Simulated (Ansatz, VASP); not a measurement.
## One calculation of Sc, two programs

Contents of INCAR:

```
SYSTEM = Sc
PREC = Accurate
ENCUT = 600
EDIFF = 1E-6
ISMEAR = 1
SIGMA = 0.2
LREAL = .False.
LASPH = .True.
NELM = 150
ALGO = Normal
ISIF = 3
LWAVE = .False.
LCHARG = .False.
ISPIN = 2
MAGMOM = 0.5
LORBIT = 11
LMAXMIX = 4
LDAU = .True.
LDAUTYPE = 2
LDAUL = 2
LDAUU = 1.5
LDAUJ = 0
LDAUPRINT = 1
GGA = PE
IBRION = 2
NSW = 80
EDIFFG = -0.01
```

The input KPOINTS:

```
regular mesh
0
Gamma
  10 10 10
  0 0 0
```

POSCAR

```
Sc
1.0
    3.1961226500      0.0000000000      0.0000000000
    1.5980613250      2.7679234085      0.0000000000
    1.5980613250      0.9226411362      2.6096232160
Sc
1
Direct
    0.0000000000      0.0000000000      0.0000000000
```

Contents of input.yaml:

```yaml
crystal:
  lattice:
    - [3.19612265, 0.0, 0.0]
    - [1.598061325, 2.7679234085, 0.0]
    - [1.598061325, 0.9226411362, 2.609623216]
  atoms:
    - { symbol: Sc, position: [0.0, 0.0, 0.0], spin: 0.5 }
kpoints:
  mp_grid: { grid: [10, 10, 10] }
scf:
  occupations: { method: methfessel_paxton, width: 0.2 }
hamiltonian:
  xc: pbe
  pseudopotentials: { kind: all_electron, lapw: { basis_error: 0.001 } }
  hubbard:
    sites: [{ species: Sc, l: d, u_eff: 1.5 }]
    double_counting: fll
    projectors: ortho-atomic
magnetization:
  spin_polarized: true
output:
  forces: true
  stress: true
  hubbard: {}
relax:
  f_tol: 0.01
  max_steps: 60
  cell: {}
```

Alike in both runs: task relaxation of cell and atoms; functional PBE; k mesh 10 × 10 × 10; occupations methfessel-paxton of order 1, width 0.2 eV; collinear spin; Hubbard terms Sc d U = 1.5 eV.

|  | VASP | Ansatz |
| --- | --- | --- |
| version | VASP 6.6.1 | Ansatz 0.2.0 |
| potentials or method | VASP PAW PBE potentials, release 64 (Sc_sv), cutoff 600 eV | all-electron LAPW, scalar-relativistic |

Ansatz gave:

| Property | Result |
| --- | --- |
| gap on the k mesh at the Fermi level, each at its own relaxed structure (eV) | none |
| net moment per atom (μB) | 0.97 |
| size of the moment on the site where the two differ most (μB) | 0.77 |
| relaxed volume (Å³/atom) | 26.37 |
| relaxed cell length with the largest relative difference (Å) | 3.341 |

Estimate VASP's values.

gap on the k mesh at the Fermi level, each at its own relaxed structure (eV): none; net moment per atom (μB): 0.00; size of the moment on the site where the two differ most (μB): 0.00; relaxed volume (Å³/atom): 26.00; relaxed cell length with the largest relative difference (Å): 3.325.

The net moments are unlike, so the other rows may belong to different states. Site moments also hang on the region over which each program counts them. The programs project onto different local orbitals, so the same U acts differently, and such runs can settle in different states. A gap of «none» marks a metal or a gap that the smearing closes. Ansatz ran all-electron here, and VASP with PAW potentials.

Noted on Ansatz's run: U is the effective U less J, on atomic orbitals that reach past the spheres.
